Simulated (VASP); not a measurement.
N: electric field gradients with PBEsol

Crystal: N.

```
N
1.0
     5.53602    0.00000    0.00000
     0.00000    5.53602    0.00000
     0.00000    0.00000    5.64900
N
4
Direct
  0.03000 0.03000 0.03000
  0.47000 0.97000 0.53000
  0.53000 0.47000 0.97000
  0.97000 0.53000 0.47000
```

This cell differs from its parent crystal: equal xx and yy strain of -2 %.

```json
{
 "Program": "VASP 6.6.1",
 "Task": "electric field gradients",
 "Functional": "PBEsol",
 "Potentials or basis": "VASP PAW PBE potentials, release 64 (N)",
 "Cutoff": "520 eV",
 "k mesh": "4 × 4 × 4",
 "Occupations": "fermi-dirac, width 0.02 eV",
 "Spin": "no spin polarisation",
 "Dipole correction": "no",
 "Further INCAR settings": "ALGO = Normal; EDIFF = 1e-08; NBANDS = 18"
}
```

* Pressure: -4.6 GPa
* Largest force: 0.422 eV/Å
* Band gap on the k mesh: zero (band 10 reaches -5.22 eV, above the bottom of band 11 at -5.39 eV)

Forces on the atoms (eV/Å):
```
N    0.224  0.275  0.228
N   -0.224 -0.275  0.228
N    0.224 -0.275 -0.228
N   -0.224  0.275 -0.228
```

Stress tensor (GPa, compression positive):
```
-4.65  0.00  0.00
 0.00 -4.64  0.00
 0.00  0.00 -4.45
```

Levels at points of the mesh, in eV from the Fermi level:
```
           k point  band 6  band 7  band 8  band 9  band 10  band 11  band 12  band 13  band 14  band 15
(0.00, 0.00, 0.00)   -0.50   -0.50   -0.05   -0.03    -0.01     0.00     0.02     0.06     0.26     0.27
(0.50, 0.00, 0.00)   -0.33   -0.28   -0.28   -0.18    -0.18     0.02     0.02     0.15     0.15     0.16
(0.00, 0.50, 0.00)   -0.34   -0.28   -0.28   -0.18    -0.18     0.02     0.02     0.14     0.14     0.16
(0.50, 0.50, 0.00)   -0.43   -0.35   -0.35   -0.16    -0.16     0.00     0.00     0.20     0.20     0.24
(0.00, 0.00, 0.50)   -0.34   -0.28   -0.28   -0.18    -0.18     0.02     0.02     0.16     0.16     0.17
(0.50, 0.00, 0.50)   -0.42   -0.34   -0.34   -0.15    -0.15    -0.01    -0.01     0.18     0.18     0.23
(0.00, 0.50, 0.50)   -0.41   -0.34   -0.34   -0.16    -0.16     0.00     0.00     0.19     0.19     0.22
(0.50, 0.50, 0.50)   -0.60   -0.60   -0.60    0.16     0.16     0.16     0.16     0.19     0.19     0.19
```

Electric field gradients, principal values (V/Å²):
```tsv
atom	least	middle	greatest (by size)
1 N	2.926	3.500	-6.426
2 N	2.926	3.500	-6.426
3 N	2.926	3.500	-6.426
4 N	2.926	3.500	-6.426
```

Run time: 2 min on 1 thread of AMD EPYC 7R13 (shared host), peak memory 0.24 GiB.

Caveat: the cell differs from its parent crystal (equal xx and yy strain of -2 %); without QUAD_EFG the Cq values of the log hold for a quadrupole moment of 1 mb, not for the nuclei; the PAW data sets were made with another functional, which shifts forces and pressure a little.
